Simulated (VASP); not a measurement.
# PtS2 in VASP: notebook

PtS2 is run at these levels: PBE+D3(BJ); tasks: relaxation of the atoms.

Program: VASP 6.6.1. These are calculated values, not measurements. Logs are shortened: lines on timing, memory, paths and dates and some standing lists are left out, and cuts for length are marked.

### Step 1. The cell of the first run

The cell holds a slab with vacuum, 6 atoms: a = 3.541 Å, b = 3.541 Å, c = 22.467 Å, α = 90.00°, β = 90.00°, γ = 120.00°.

### Step 2. Relaxation of the atoms, PBE+D3(BJ) (layers slid over each other)

Input file INCAR:

```
SYSTEM = PtS2
PREC = Accurate ; ENCUT = 520
EDIFF = 1E-6 ; ISMEAR = 0
SIGMA = 0.05 ; LREAL = .False.
LASPH = .True. ; NELM = 60
ALGO = Normal ; ISIF = 2
LWAVE = .False. ; LCHARG = .False.
LDIPOL = .True. ; IDIPOL = 3
DIPOL = 0.5 0.5 0.379 ; GGA = PE
IVDW = 12 ; IBRION = 2
NSW = 40 ; EDIFFG = -0.003
```

Input file KPOINTS:

```
regular mesh
0
Gamma
  9 9 1
  0 0 0
```

Input file POSCAR:

```
PtS2
1.0
    3.5414392908      0.0000000000      0.0000000000
   -1.7707196454      3.0669763918      0.0000000000
    0.0000000000      0.0000000000     22.4671527902
S Pt
4 2
Selective dynamics
Direct
    0.6666666667      0.3333333333      0.2002924021  F F F
    0.3333333333      0.6666666667      0.3106223184  F F T
    0.6666666667      1.3333333333      0.4481715058  F F T
    1.0000000000      1.0000000000      0.5585010693  F F T
    0.0000000000      0.0000000000      0.2556508457  F F T
    1.3333333333      1.6666666667      0.5031434021  F F T
```

Potentials or basis: VASP PAW PBE potentials, release 64 (S, Pt).

The run is started by

```sh
$ cat potpaw_PBE.64/S/POTCAR potpaw_PBE.64/Pt/POTCAR > POTCAR
$ mpirun -np 1 vasp_std > vasp.out
```

OUTCAR:

```text
SYSTEM = PtS2
   PREC = Accurate
   ENCUT = 520
   EDIFF = 1E-6
   ISMEAR = 0
   LREAL = .False.
   LASPH = .True.
   NELM = 60
   ISIF = 2
   GGA = PE
   IVDW = 12
   IBRION = 2
   NSW = 40
   EDIFFG = -0.003
 IVDW          = 12

 ion  position               nearest neighbor table
   1  0.667  0.333  0.200-   5 2.39   5 2.39   5 2.39
   2  0.333  0.667  0.311-   5 2.39   5 2.39   5 2.39
   3  0.667  0.333  0.448-   6 2.39   6 2.39   6 2.39
   4  0.000  0.000  0.559-   6 2.39   6 2.39   6 2.39
   5  0.000  0.000  0.256-   2 2.39   2 2.39   2 2.39   1 2.39   1 2.39   1 2.39
   6  0.333  0.667  0.503-   3 2.39   3 2.39   3 2.39   4 2.39   4 2.39   4 2.39

  LATTYP: Found a hexagonal cell.
 ALAT       =     3.5414392908
 C/A-ratio  =     6.3440739613

  Lattice vectors:

 A1 = (   3.5414392908,   0.0000000000,   0.0000000000)
 A2 = (  -1.7707196454,   3.0669763918,   0.0000000000)
 A3 = (   0.0000000000,   0.0000000000,  22.4671527902)

Analysis of symmetry for initial positions (statically):
=====================================================================
 Subroutine PRICEL returns:
 Original cell was already a primitive cell.

 Routine SETGRP: Setting up the symmetry group for a
 hexagonal supercell.

 Subroutine GETGRP returns: Found  6 space group operations
 (whereof  6 operations were pure point group operations)
 out of a pool of 24 trial point group operations.

The static configuration has the point symmetry C_3v.

Analysis of symmetry for dynamics (positions and initial velocities):
=====================================================================
 Subroutine PRICEL returns:
 Original cell was already a primitive cell.

 Routine SETGRP: Setting up the symmetry group for a
 hexagonal supercell.

 Subroutine GETGRP returns: Found  6 space group operations
 (whereof  6 operations were pure point group operations)
 out of a pool of 24 trial point group operations.

The dynamic configuration has the point symmetry C_3v.

Analysis of constrained symmetry for selective dynamics:
=====================================================================
 Subroutine PRICEL returns:
 Original cell was already a primitive cell.

 Routine SETGRP: Setting up the symmetry group for a
 hexagonal supercell.

 Subroutine GETGRP returns: Found  6 space group operations
 (whereof  6 operations were pure point group operations)
 out of a pool of 24 trial point group operations.

The constrained configuration has the point symmetry C_3v.

 Subroutine INISYM returns: Found  6 space group operations
 (whereof  6 operations are pure point group operations),
 and found     1 'primitive' translations

----------------------------------------------------------------------------------------

                                     Primitive cell

  volume of cell :     244.0272

  direct lattice vectors                    reciprocal lattice vectors
     3.541439291  0.000000000  0.000000000     0.282371069  0.163027013  0.000000000
    -1.770719645  3.066976392  0.000000000     0.000000000  0.326054026  0.000000000
     0.000000000  0.000000000 22.467152790     0.000000000  0.000000000  0.044509423

  length of vectors
     3.541439291  3.541439291 22.467152790     0.326054026  0.326054026  0.044509423

  position of ions in fractional coordinates (direct lattice)
     0.666666667  0.333333333  0.200292402
     0.333333333  0.666666667  0.310622318
     0.666666667  0.333333333  0.448171506
     0.000000000  0.000000000  0.558501069
     0.000000000  0.000000000  0.255650846
     0.333333333  0.666666667  0.503143402

  ion indices of the primitive-cell ions
   primitive index   ion index
                 1           1
                 2           2
                 3           3
                 4           4
                 5           5
                 6           6

----------------------------------------------------------------------------------------

 KPOINTS: regular mesh

Automatic generation of k-mesh.
 Grid dimensions read from file:
 generate k-points for:    9    9    1

 Generating k-lattice:

  Cartesian coordinates                     Fractional coordinates (reciprocal lattice)
     0.031374563  0.018114113  0.000000000     0.111111111 -0.000000000  0.000000000
     0.000000000  0.036228225  0.000000000     0.000000000  0.111111111  0.000000000
     0.000000000  0.000000000  0.044509423     0.000000000  0.000000000  1.000000000

  Length of vectors
     0.036228225  0.036228225  0.044509423

  Shift w.r.t. Gamma in fractional coordinates (k-lattice)
     0.000000000  0.000000000  0.000000000

 Subroutine IBZKPT returns following result:
 ===========================================

 Found     12 irreducible k-points:

 Following reciprocal coordinates:
            Coordinates               Weight
  0.000000  0.000000  0.000000      1.000000
  0.111111 -0.000000  0.000000      6.000000
  0.222222 -0.000000  0.000000      6.000000
  0.333333  0.000000  0.000000      6.000000
  0.444444 -0.000000  0.000000      6.000000
  0.111111  0.111111  0.000000      6.000000
  0.222222  0.111111  0.000000     12.000000
  0.333333  0.111111  0.000000     12.000000
  0.444444  0.111111  0.000000      6.000000
  0.222222  0.222222  0.000000      6.000000
  0.333333  0.222222  0.000000     12.000000
  0.333333  0.333333  0.000000      2.000000
   k-points           NKPTS =     12   k-points in BZ     NKDIM =     12   number of bands    NBANDS=     26
   number of dos      NEDOS =    301   number of ions     NIONS =      6
   total plane-waves  NPLWV = 131712
   dimension x,y,z NGX =    28 NGY =   28 NGZ =  168
   dimension x,y,z NGXF=    56 NGYF=   56 NGZF=  336
   ions per type =               4   2
   NGX,Y,Z   is equivalent  to a cutoff of  13.14, 13.14, 12.43 a.u.
   NGXF,Y,Z  is equivalent  to a cutoff of  26.29, 26.29, 24.86 a.u.
 SYSTEM =  PtS2
   PREC   = accura    normal or accurate (medium, high low for compatibility)
   ISTART =      0    job   : 0-new  1-cont  2-samecut
   ICHARG =      2    charge: 1-file 2-atom 10-const
   ISPIN  =      1    spin polarized calculation?
   LNONCOLLINEAR =      F non collinear calculations
   LSORBIT =      F    spin-orbit coupling
   LASPH  =      T    aspherical Exc in radial PAW
   ENCUT  =  520.0 eV  38.22 Ry    6.18 a.u.   6.58  6.58 41.77*2*pi/ulx,y,z
   NELM   =     60;   NELMIN=  2; NELMDL= -5     # of ELM steps
   EDIFF  = 0.1E-05   stopping-criterion for ELM
   LREAL  =      F    real-space projection
   EDIFFG = -.3E-02   stopping-criterion for IOM
   NSW    =     40    number of steps for IOM
   IBRION =      2    ionic relax: 0-MD 1-quasi-New 2-CG
   NFREE  =      1    steps in history (QN), initial steepest desc. (CG)
   ISIF   =      2    stress and relaxation
   ISYM   =      2    0-nonsym 1-usesym 2-fastsym
   POTIM  = 0.5000    time-step for ionic-motion
   TEBEG  =    0.0;   TEEND  =   0.0 temperature during run
   PSTRESS=    0.0 pullay stress
   NELECT =      44.0000    total number of electrons
   NUPDOWN=      -1.0000    fix difference up-down
   EMIN   =  10.00;   EMAX   =-10.00  energy-range for DOS
   EFERMI =   0.00;   METHOD = LEGACY
   ISMEAR =     0;   SIGMA  =   0.05  broadening in eV -4-tet -1-fermi 0-gaus
   EFERMI_NEDOS =   21; number of points for ismear=-14 and -15
   IALGO  =     38    algorithm
   IMIX   =      4    mixing-type and parameters
     AMIX     =   0.40;   BMIX     =  1.00
     AMIX_MAG =   1.60;   BMIX_MAG =  1.00
  volume/ion in A,a.u.               =      40.67       274.46
  Fermi-wavevector in a.u.,A,eV,Ry     =   0.924868  1.747747 11.638156  0.855380
  Thomas-Fermi vector in A             =   2.050660
   LORBIT       =      0    0 simple, 1 ext, 2 COOP (PROOUT), +10 PAW based schemes
   GGA     = PE    functional components
   LHFCALC =     F    Hartree Fock is set to
   AEXX    =    0.0000 exact exchange contribution
   IVDW    =    12    specifies the selected vdW correction
   LEPSILON=     F    determine dielectric tensor
   LRPA    =     F    only Hartree local field effects (RPA)
 conjugate gradient relaxation of ions
 non-spin polarized calculation
 Gauss-broadening in eV      SIGMA  =   0.05
  energy-cutoff  :      520.00
  volume of cell :      244.03
 maximum number of plane-waves:      6671
 NGX is ok and might be reduce to    28
   NGX = 13   NGY = 13   NGZ = 83

--------------------------------------- Ionic step        1  -------------------------------------------

 number of electron      44.0000001 magnetization

 Free energy of the ion-electron system (eV)
  ---------------------------------------------------
  ext. energy  EPLUGINS =         0.00000000
  ---------------------------------------------------
  free energy    TOTEN  =       -30.88909915 eV

  energy without entropy =      -30.88909915  energy(sigma->0) =      -30.88909915

------------------------ aborting loop because EDIFF is reached ----------------------------------------

 Edisp (eV)   -1.95888

 E8    (eV) :    -0.8118

  FORCE on cell =-STRESS in cart. coord.  units (eV):
  Direction    XX          YY          ZZ          XY          YZ          ZX
  --------------------------------------------------------------------------------------
  -------------------------------------------------------------------------------------
  Total      -0.30292    -0.30292    -0.69788     0.00000    -0.00000    -0.00000
  in kB      -1.98885    -1.98885    -4.58199     0.00000    -0.00000    -0.00000
  external pressure =       -2.85 kB  Pullay stress =        0.00 kB
[... 109 lines left out ...]
  FREE ENERGIE OF THE ION-ELECTRON SYSTEM (eV)
  ---------------------------------------------------
  free  energy   TOTEN  =       -32.8488820621 eV

  energy  without entropy=      -32.8488820621  energy(sigma->0) =      -32.84888206

 dipolmoment           0.000000      0.000000      0.004610 electrons x Angstroem

 E-fermi :   0.0229     XC(G=0):  -5.3316

 val. band max:       -0.2485219022   @ k =   0.1111  -0.0000   0.0000
 cond. band min:       0.8581355960   @ k =   0.2222  -0.0000   0.0000
 fundamental gap:      1.1066574982
 Fermi energy:         0.0228805764

 k-point     1 :       0.0000    0.0000    0.0000
  band No.  band energies     occupation
      1     -15.0703      2.00000
      2     -14.8371      2.00000
      3     -12.9141      2.00000
      4     -12.5263      2.00000
      5      -6.5412      2.00000
      6      -6.4969      2.00000
[... 337 lines left out ...]
     25       1.3542      0.00000
     26       1.7186      0.00000

[... ionic steps 4 to 26 ...]

--------------------------------------- Ionic step       27  -------------------------------------------

 number of electron      44.0000001 magnetization

------------------------ aborting loop because EDIFF is reached ----------------------------------------

 vacuum level on the upper side and lower side of the slab       (xc-potential included)        -0.126        -0.008

 Edisp (eV)   -2.05072

 E8    (eV) :    -0.8509

  FORCE on cell =-STRESS in cart. coord.  units (eV):
  Direction    XX          YY          ZZ          XY          YZ          ZX
  --------------------------------------------------------------------------------------
  -------------------------------------------------------------------------------------
  Total       0.06879     0.06879    -0.08817     0.00000    -0.00000    -0.00000
  in kB       0.45163     0.45163    -0.57890     0.00000    -0.00000    -0.00000
  external pressure =        0.11 kB  Pullay stress =        0.00 kB
[... 69 lines left out ...]
  energy  without entropy=      -32.8808008772  energy(sigma->0) =      -32.88080088

--------------------------------------- Ionic step       29  -------------------------------------------

 number of electron      44.0000001 magnetization

 dipolmoment           0.000000      0.000000     -0.007239 electrons x Angstroem

 Free energy of the ion-electron system (eV)
  ---------------------------------------------------
  ext. energy  EPLUGINS =         0.00000000
  ---------------------------------------------------
  free energy    TOTEN  =       -30.82804040 eV

  energy without entropy =      -30.82804040  energy(sigma->0) =      -30.82804040

 E-fermi :  -0.0363     XC(G=0):  -5.3124

 val. band max:       -0.2650820416   @ k =   0.1111  -0.0000   0.0000
 cond. band min:       0.8608051945   @ k =   0.2222  -0.0000   0.0000
 fundamental gap:      1.1258872362
 Fermi energy:        -0.0363323614

 k-point     1 :       0.0000    0.0000    0.0000
  band No.  band energies     occupation
      1     -15.0617      2.00000
      2     -14.8451      2.00000
      3     -12.9105      2.00000
      4     -12.5270      2.00000
      5      -6.5292      2.00000
      6      -6.4877      2.00000
[... 337 lines left out ...]
     25       1.3595      0.00000
     26       1.7211      0.00000

------------------------ aborting loop because EDIFF is reached ----------------------------------------

 vacuum level on the upper side and lower side of the slab       (xc-potential included)        -0.083         0.024

 Edisp (eV)   -2.05286

 E8    (eV) :    -0.8518

  FORCE on cell =-STRESS in cart. coord.  units (eV):
  Direction    XX          YY          ZZ          XY          YZ          ZX
  --------------------------------------------------------------------------------------
  -------------------------------------------------------------------------------------
  Total       0.05290     0.05290    -0.09988     0.00000     0.00000    -0.00000
  in kB       0.34730     0.34730    -0.65580     0.00000     0.00000    -0.00000
  external pressure =        0.01 kB  Pullay stress =        0.00 kB
[... 21 lines left out ...]
  FREE ENERGIE OF THE ION-ELECTRON SYSTEM (eV)
  ---------------------------------------------------
  free  energy   TOTEN  =       -32.8809026523 eV

  energy  without entropy=      -32.8809026523  energy(sigma->0) =      -32.88090265

 reached required accuracy - stopping structural energy minimisation

 vacuum level on the upper side and lower side of the slab         5.420         5.527
```

Wall time 31 min (1 thread of Intel Xeon 8259CL, shared host); peak memory 0.42 GiB.

What came out:

```
Free energy                : -32.8809 eV
Energy gained by relaxing  : 5.5 meV/atom
Ionic steps                : 29
Band gap on the k mesh     : 1.13 eV (least direct gap 1.41 eV)
Dispersion energy per atom : -0.342 eV
```

Step by step:
```csv
step,energy change (eV),largest force on free atoms (eV/Å),pressure (GPa)
1,0.0000,0.0705,-0.29
2,-0.0005,0.0528,-0.34
3,-0.0009,0.1618,-0.41
4,-0.0011,0.1552,-0.43
5,-0.0017,0.1291,-0.46
6,-0.0024,0.0774,-0.53
7,-0.0023,0.1229,-0.67
8,-0.0026,0.0863,-0.60
9,-0.0032,0.0772,-0.57
10,-0.0046,0.0781,-0.50
11,-0.0064,0.1957,-0.35
12,-0.0054,0.4354,-0.04
13,-0.0067,0.2704,-0.25
14,-0.0071,0.2668,-0.25
15,-0.0081,0.2557,-0.23
16,-0.0099,0.2331,-0.19
17,-0.0129,0.1887,-0.11
18,-0.0156,0.3246,0.06
19,-0.0172,0.3014,0.06
20,-0.0215,0.2419,0.06
21,-0.0274,0.1349,0.06
22,-0.0279,0.1734,0.09
23,-0.0296,0.1225,0.07
24,-0.0303,0.1090,0.07
25,-0.0319,0.0675,0.04
26,-0.0320,0.1754,-0.01
27,-0.0324,0.1138,0.01
28,-0.0328,0.0562,0.00
29,-0.0329,0.0026,0.00
```

Final structure:
```
S Pt
1.0
     3.54144    0.00000    0.00000
    -1.77072    3.06698    0.00000
     0.00000    0.00000   22.46715
S Pt
4 2
Direct
  0.66667 0.33333 0.20029
  0.33333 0.66667 0.31022
  0.66667 0.33333 0.42973
  0.00000 0.00000 0.53982
  0.00000 0.00000 0.25563
  0.33333 0.66667 0.48457
```

Caveat: the cell differs from its parent crystal (layers slid over each other); spin-orbit coupling is left out, which moves the levels of the heavy elements.

### Step 3. Relaxation of the atoms, PBE+D3(BJ)

Input file INCAR:

```
  ALGO = Normal
  AMIX = 0.1
  AMIX_MAG = 0.4
  BMIX = 1E-4
  BMIX_MAG = 1E-4
  DIPOL = 0.5 0.5 0.379
  EDIFF = 1E-7
  EDIFFG = -0.003
  ENCUT = 450
  GGA = PE
  GGA_COMPAT = False
  IBRION = 2
  IDIPOL = 3
  ISIF = 2
  ISMEAR = 0
  IVDW = 12
  KPAR = 4
  LASPH = True
  LCHARG = False
  LDIPOL = True
  LREAL = False
  LWAVE = False
  NELM = 300
  NELMDL = -8
  NELMIN = 4
  NSW = 40
  PREC = Accurate
  SIGMA = 0.05
```

Input file KPOINTS:

```
k-points
0
Gamma
  9 9 1
```

POSCAR is that of step 2.

Potentials or basis: VASP PAW PBE potentials, release 64 (S, Pt).

The run is started by

```sh
$ cat potpaw_PBE.64/S/POTCAR potpaw_PBE.64/Pt/POTCAR > POTCAR
$ mpirun -np 4 vasp_std > vasp.out
```

Wall time 6.9 min (4 MPI ranks of Intel Xeon Platinum 8488C (Sapphire Rapids), shared host); peak memory 0.4 GiB.

The run converged. Its results:

```
Free energy                : -32.8805 eV
Energy gained by relaxing  : 5.5 meV/atom
Ionic steps                : 33
Band gap on the k mesh     : 1.13 eV (least direct gap 1.42 eV)
Dispersion energy per atom : -0.342 eV
```

Step by step:
| step | energy change (eV) | largest force on free atoms (eV/Å) | pressure (GPa) |
| --- | --- | --- | --- |
| 1 | 0.0000 | 0.0717 | -0.30 |
| 2 | -0.0005 | 0.0524 | -0.33 |
| 3 | -0.0009 | 0.1806 | -0.42 |
| 4 | -0.0010 | 0.1755 | -0.43 |
| 5 | -0.0015 | 0.1606 | -0.47 |
| 6 | -0.0021 | 0.1310 | -0.53 |
| 7 | -0.0023 | 0.1087 | -0.66 |
| 8 | -0.0024 | 0.0934 | -0.62 |
| 9 | -0.0030 | 0.0799 | -0.58 |
| 10 | -0.0038 | 0.0917 | -0.50 |
| 11 | -0.0044 | 0.0864 | -0.46 |
| 12 | -0.0056 | 0.0701 | -0.35 |
| 13 | -0.0050 | 0.2600 | -0.13 |
| 14 | -0.0059 | 0.1330 | -0.28 |
| 15 | -0.0063 | 0.1205 | -0.26 |
| 16 | -0.0074 | 0.0835 | -0.20 |
| 17 | -0.0078 | 0.1279 | -0.09 |
| 18 | -0.0089 | 0.1330 | -0.11 |
| 19 | -0.0113 | 0.1486 | -0.17 |
| 20 | -0.0134 | 0.2224 | -0.28 |
| 21 | -0.0148 | 0.2148 | -0.28 |
| 22 | -0.0186 | 0.1925 | -0.26 |
| 23 | -0.0248 | 0.1481 | -0.21 |
| 24 | -0.0316 | 0.1013 | -0.11 |
| 25 | -0.0320 | 0.1138 | -0.07 |
| 26 | -0.0325 | 0.0789 | 0.00 |
| 27 | -0.0327 | 0.0378 | -0.03 |
| 28 | -0.0328 | 0.0230 | -0.03 |
| 29 | -0.0328 | 0.0264 | -0.03 |
| 30 | -0.0329 | 0.0099 | -0.01 |
| 31 | -0.0329 | 0.0099 | -0.01 |
| 32 | -0.0329 | 0.0033 | 0.01 |
| 33 | -0.0329 | 0.0030 | 0.01 |

Final structure:
```xyz
6
Lattice="3.5414 0.0000 0.0000 -1.7707 3.0670 0.0000 0.0000 0.0000 22.4672" Properties=species:S:1:pos:R:3 pbc="T T T"
S     1.7707    1.0223    4.5000
S     0.0000    2.0447    6.9697
S     1.7707    1.0223    9.6611
S     0.0000    0.0000   12.1344
Pt    0.0000    0.0000    5.7430
Pt    0.0000    2.0447   10.8931
```

Levels at points of the mesh, in eV from the valence-band top:
| k point | band 18 | band 19 | band 20 | band 21 | band 22 | band 23 | band 24 | band 25 | band 26 |
| --- | --- | --- | --- | --- | --- | --- | --- | --- | --- |
| (0.00, 0.00, 0.00) | -0.94 | -0.94 | -0.77 | -0.77 | -0.34 | 2.54 | 2.54 | 2.76 | 2.76 |

Caveat: spin-orbit coupling is left out, which moves the levels of the heavy elements.
